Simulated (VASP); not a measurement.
Input of a VASP 6.6.1 run:

INCAR

```
ALGO = Normal
EDIFF = 1E-6
ENCUT = 500
GGA_COMPAT = F
ISIF = 2
ISMEAR = -1
LASPH = T
LCHARG = F
LREAL = F
LWAVE = F
NBANDS = 30
NELM = 120
PREC = Accurate
SIGMA = 0.02
```

Contents of KPOINTS:

```
k-points
0
Gamma
  12 12 12
```

Contents of POSCAR:

```
B5W2
1.0
    1.4902918895      0.8604204236      6.9061904678
   -1.4902918895      0.8604204236      6.9061904678
    0.0000000000     -1.7208408471      6.9061904678
W B
2 5
Direct
    0.9250000000      0.9250000000      0.9250000000
    0.0750000000      0.0750000000      0.0750000000
    0.5000000000      0.5000000000      0.5000000000
    0.6670000000      0.6670000000      0.6670000000
    0.3330000000      0.3330000000      0.3330000000
    0.8140000000      0.8140000000      0.8140000000
    0.1860000000      0.1860000000      0.1860000000
```

Potentials or basis: VASP PAW LDA potentials, release 64 (W_sv, B).

The run is started by

```console
$ cat potpaw_LDA.64/W_sv/POTCAR potpaw_LDA.64/B/POTCAR > POTCAR
$ mpirun -np 1 vasp_std > vasp.out
```

Task: What does it give for the largest force?

Result: 0.448 eV/Å.

Task: What does it give for the pressure?

Result: 28.4 GPa.

Task: What does it give for the band gap on the k mesh?

Result: Zero (an odd number of electrons rules out a gap without spin polarisation).

Forces on the atoms (eV/Å):
```
W    0.000  0.000 -0.412
W    0.000  0.000  0.412
B    0.000  0.000  0.000
B    0.000  0.000  0.448
B    0.000  0.000 -0.448
B    0.000  0.000  0.368
B    0.000  0.000 -0.368
```

Caveat: the cell stands under pressure; spin-orbit coupling is left out, which moves the levels of the heavy elements; an odd number of electrons without spin polarisation forces a metal; a magnetic or distorted state may lie lower.
